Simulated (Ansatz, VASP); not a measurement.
Given: the input of a run of Ansatz 0.2.0 on Zr.

input.yaml

```yaml
crystal:
  lattice:
    - [3.2953886421, 0.0, 0.0]
    - [-1.647694321, 2.8538902793, 0.0]
    - [0.0, 0.0, 5.247947197]
  atoms:
    - { symbol: Zr, position: [0.6666666667, 0.3333333333, 0.75] }
    - { symbol: Zr, position: [0.3333333333, 0.6666666667, 0.25] }
hamiltonian:
  xc: pbesol
  pseudopotentials: { kind: paw_fr }
magnetization:
  noncollinear: true
  spin_orbit: true
kpoints:
  mp_grid: { grid: [9, 9, 5] }
scf:
  occupations: { method: fermi_dirac, width: 0.05 }
output:
  forces: true
  stress: true
  eigenvalues: true
```

Potentials or basis: Ansatz PAW.

Command:

```bash
$ ansatz run input.yaml --threads 2 --pin off --max-ram 5120MiB --backend cpu --events-out ev --progress --plain --runs-dir out
```

Task: Set up the same calculation for VASP 6.6.1. Potentials there: VASP PAW PBE potentials, release 64 (Zr_sv).

Result: As run (the cutoff follows the program's own potentials):

File INCAR:

```
SYSTEM = Zr
  ALGO = Normal
  EDIFF = 1E-6
  ENCUT = 500
  GGA = PS
  GGA_COMPAT = .FALSE.
  ISIF = 2
  ISMEAR = -1
  LASPH = .TRUE.
  LCHARG = .TRUE.
  LMAXMIX = 4
  LNONCOLLINEAR = .TRUE.
  LORBIT = 11
  LORBMOM = .TRUE.
  LREAL = .FALSE.
  LSORBIT = .TRUE.
  LVHAR = .TRUE.
  LWAVE = .FALSE.
  MAGMOM = 0 0 0 0 0 0
  NBANDS = 36
  NELM = 200
  PREC = Accurate
  SIGMA = 0.05
```

File KPOINTS:

```
k-points
0
G
  9 9 5
  0 0 0
```

Contents of POSCAR:

```
Zr
1.0
    3.2953886421      0.0000000000      0.0000000000
   -1.6476943210      2.8538902793      0.0000000000
    0.0000000000      0.0000000000      5.2479471970
Zr
2
Direct
    0.6666666667      0.3333333333      0.7500000000
    0.3333333333      0.6666666667      0.2500000000
```

Potentials or basis: VASP PAW PBE potentials, release 64 (Zr_sv).

The run is started by

```console
$ cat potpaw_PBE.64/Zr_sv/POTCAR > POTCAR
$ mpirun -np 1 vasp_ncl > vasp.out
```

Both were run:

|  | VASP | Ansatz | Ansatz less VASP |
| --- | --- | --- | --- |
| pressure (GPa) | -7.9 | -8.0 | -0.04 |
| traceless stress, the component that is largest in VASP (GPa) | 0.25 | 0.24 | -0.007 |
| net moment per atom (μB) | 0.00 | 0.00 | 0.000 |

VASP's potentials were made for PBE, not for PBEsol.
